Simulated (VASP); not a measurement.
HgH5, 6 atoms in the cell. It takes space group P6/mmm (No. 191, hexagonal). Conventional cell: a = 4.136 Å, b = 4.136 Å, c = 2.769 Å, α = 90.00°, β = 90.00°, γ = 120.00°. Within 3.2 Å of Hg (site symmetry 6/mmm) lie 18 H at 2.39 to 2.49 Å and 2 Hg at 2.77 Å. H (site symmetry mmm) has 8 H at 1.83 to 2.07 Å and 4 Hg at 2.49 Å within 2.5 Å. Within 2.4 Å of H (site symmetry -6m2) lie 9 H at 1.83 to 2.39 Å and 3 Hg at 2.39 Å. The cell was built from a structure type or drawn by symmetry, and may not be a known phase.

| Property | Result |
| --- | --- |
| Program | VASP 6.6.1 |
| Task | single point |
| Functional | PBE |
| Potentials or basis | VASP PAW PBE potentials, release 64 (Hg_sv_GW, H) |
| Cutoff | 500 eV |
| k mesh | 12 × 12 × 14 |
| Occupations | gaussian, width 0.1 eV |
| Spin | no spin polarisation |
| Dipole correction | no |
| Further INCAR settings | ALGO = Normal; EDIFF = 1e-06; NBANDS = 22 |

Potentials or basis: VASP PAW PBE potentials, release 64 (Hg_sv_GW, H).

Run with:

```console
$ cat potpaw_PBE.64/Hg_sv_GW/POTCAR potpaw_PBE.64/H/POTCAR > POTCAR
$ mpirun -np 1 vasp_std > vasp.out
```

Hardware: 1 thread of Intel(R) Xeon(R) 6975P-C (Granite Rapids), with other jobs on the host.

**Question.** Estimate the wall time of this run.

**Answer.** Run time: 48 s on 1 thread of Intel(R) Xeon(R) 6975P-C (Granite Rapids), on a shared host, peak memory 0.26 GiB. Counts: scf iterations 12, k points 152.
